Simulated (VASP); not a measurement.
# LiSc3 (Pm-3m) in VASP: further runs, part 2 of 2

VASP 6.6.1.

### 4 Relaxation of cell and atoms, PBE

This run uses another cell than the first one, of 23.20 Å³/atom.

Contents of INCAR:

```
SYSTEM = LiSc3
PREC = Accurate ; ENCUT = 600
EDIFF = 1E-7 ; ISMEAR = 0
SIGMA = 0.1 ; LREAL = .FALSE.
LASPH = .TRUE. ; NELM = 60
ALGO = Fast ; ISIF = 3
LWAVE = .FALSE. ; LCHARG = .FALSE.
GGA = PE ; IBRION = 2
NSW = 100 ; EDIFFG = -0.01
```

Contents of KPOINTS:

```
Automatic mesh
0
G
  10 10 10
  0 0 0
```

Contents of POSCAR:

```
LiSc3
1.0
    4.5272971902      0.0000000000      0.0000000000
    0.0000000000      4.5272971902      0.0000000000
    0.0000000000      0.0000000000      4.5272971902
Li Sc
1 3
Direct
    0.0000000000      0.0000000000      0.0000000000
    0.0000000000      0.5000000000      0.5000000000
    0.5000000000      0.0000000000      0.5000000000
    0.5000000000      0.5000000000      0.0000000000
```

Potentials or basis: VASP PAW PBE potentials, release 64 (Li_sv, Sc_sv).

The run is started by

```
cat potpaw_PBE.64/Li_sv/POTCAR potpaw_PBE.64/Sc_sv/POTCAR > POTCAR
mpirun -np 1 vasp_std > vasp.out
```

OUTCAR:

```text
SYSTEM = LiSc3
   PREC = Accurate
   ENCUT = 600
   EDIFF = 1E-7
   ISMEAR = 0
   LREAL = .FALSE.
   LASPH = .TRUE.
   NELM = 60
   ISIF = 3
   GGA = PE
   IBRION = 2
   NSW = 100
   EDIFFG = -0.01

 ion  position               nearest neighbor table
   1  0.000  0.000  0.000-
   2  0.000  0.500  0.500-   3 3.20   4 3.20   4 3.20   3 3.20   3 3.20   4 3.20   4 3.20   3 3.20

   3  0.500  0.000  0.500-   2 3.20   4 3.20   4 3.20   2 3.20   4 3.20   4 3.20   2 3.20   2 3.20

   4  0.500  0.500  0.000-   2 3.20   3 3.20   2 3.20   3 3.20   3 3.20   3 3.20   2 3.20   2 3.20

  LATTYP: Found a simple cubic cell.
 ALAT       =     4.5272971902

  Lattice vectors:

 A1 = (   4.5272971902,   0.0000000000,   0.0000000000)
 A2 = (   0.0000000000,   4.5272971902,   0.0000000000)
 A3 = (   0.0000000000,   0.0000000000,   4.5272971902)

Analysis of symmetry for initial positions (statically):
=====================================================================
 Subroutine PRICEL returns:
 Original cell was already a primitive cell.

 Routine SETGRP: Setting up the symmetry group for a
[... 830 lines left out ...]

 E-fermi :   3.0953     XC(G=0):  -9.3366

 val. band max:        3.0951078921   @ k =   0.5000   0.3000   0.2000
 cond. band min:       3.0964259601   @ k =   0.3000   0.0000   0.0000
 fundamental gap:      0.0013180680
 Fermi energy:         3.0952828847

 k-point     1 :       0.0000    0.0000    0.0000
  band No.  band energies     occupation
      1     -46.5668      2.00000
      2     -46.4941      2.00000
      3     -46.4941      2.00000
      4     -42.0687      2.00000
      5     -25.3189      2.00000
      6     -25.3189      2.00000
[... 589 lines left out ...]
     21       4.0209      0.00000
     22       4.1693      0.00000

 [... further k-points ...]

------------------------ aborting loop because EDIFF is reached ----------------------------------------

  FORCE on cell =-STRESS in cart. coord.  units (eV):
  Direction    XX          YY          ZZ          XY          YZ          ZX
  --------------------------------------------------------------------------------------
  -------------------------------------------------------------------------------------
  Total        0.0243178      0.0243178      0.0243178     -0.0000000      0.0000000     -0.0000000
  in kB        0.4171972      0.4171972      0.4171972     -0.0000000      0.0000000     -0.0000000
  external PRESSURE =       0.4171972 kB  Pullay stress =       0.0000000 kB

 VOLUME and BASIS-vectors are now :
 -----------------------------------------------------------------------------
  energy-cutoff  :      600.00
  volume of cell :       93.39
      direct lattice vectors                 reciprocal lattice vectors
     4.536953607  0.000000000  0.000000000     0.220412216 -0.000000000  0.000000000
     0.000000000  4.536953607  0.000000000    -0.000000000  0.220412216  0.000000000
    -0.000000000 -0.000000000  4.536953607     0.000000000 -0.000000000  0.220412216

 POSITION                                       TOTAL-FORCE (eV/Angst)
 -----------------------------------------------------------------------------------
      0.00000      0.00000      0.00000        -0.000000      0.000000      0.000000
      0.00000      2.26848      2.26848         0.000000     -0.000000      0.000000
      2.26848      0.00000      2.26848        -0.000000     -0.000000      0.000000
      2.26848      2.26848      0.00000        -0.000000      0.000000      0.000000
 -----------------------------------------------------------------------------------
    total drift:                                0.000000      0.000000      0.000000

  FREE ENERGIE OF THE ION-ELECTRON SYSTEM (eV)
  ---------------------------------------------------
  free  energy   TOTEN  =       -19.7930832518 eV

  energy  without entropy=      -19.7410178488  energy(sigma->0) =      -19.76705055

 reached required accuracy - stopping structural energy minimisation
```

Run time: 25 min. Hardware: 1 thread of Intel Xeon 8259CL, shared host; peak memory 0.27 GiB.

What came out:

```
Free energy                           : -19.7931 eV
Relaxed volume                        : 23.35 Å³/atom
Relaxed cell                          : a = 4.537 Å, b = 4.537 Å, c = 4.537 Å, α = 90.00°, β = 90.00°, γ = 90.00°
Space group after relaxing (to 0.1 Å) : Pm-3m (No. 221)
Energy gained by relaxing             : 0.2 meV/atom
Ionic steps                           : 2
Pressure after relaxing               : 0.0 GPa
Band gap on the k mesh                : zero (bands 18 and 19 overlap by 0.37 eV)
```

The path:
| step | energy change (eV) | largest force (eV/Å) | pressure (GPa) | volume (Å³) |
| --- | --- | --- | --- | --- |
| 1 | 0.0000 | 0.0000 | 0.31 | 92.79 |
| 2 | -0.0006 | 0.0000 | 0.04 | 93.39 |

Final structure:
```
CELL_PARAMETERS angstrom
4.53695 0.00000 0.00000
0.00000 4.53695 0.00000
0.00000 0.00000 4.53695
ATOMIC_POSITIONS crystal
Li 0.00000 0.00000 0.00000
Sc 0.00000 0.50000 0.50000
Sc 0.50000 0.00000 0.50000
Sc 0.50000 0.50000 0.00000
```

Caveat: the cutoff is under 1.25 times the usual one of these potentials, so pressure, stress and relaxed cells hold a basis-set (Pulay) error.

### 5 Overview

| task | cell | k mesh | cutoff (eV) | gap on the mesh (eV) | pressure (GPa) | relaxed volume (Å³/atom) |
| --- | --- | --- | --- | --- | --- | --- |
| relaxation of cell and atoms | relaxed from a = 4.091 Å, 4 atoms | 4 × 4 × 4 | 600 | none | -0.1 | 23.37 |
| single point | a = 4.538 Å, 4 atoms | 10 × 10 × 10 | 520 | none | - | - |
| relaxation of cell and atoms | relaxed from a = 4.527 Å, 4 atoms | 10 × 10 × 10 | 600 | none | 0.0 | 23.35 |

Alike in all rows: level PBE; potentials or basis VASP PAW PBE potentials, release 64 (Li_sv, Sc_sv); no spin polarisation; smearing gaussian 0.1 eV.

Caveats: some runs use coarse meshes; the cutoff is under 1.25 times the usual one of these potentials, so pressure, stress and relaxed cells hold a basis-set (Pulay) error; the volume moved by over 15 % at a fixed basis, so the end points are rough (at least some runs).

Absolute energies hang on the potentials; compare differences alone.
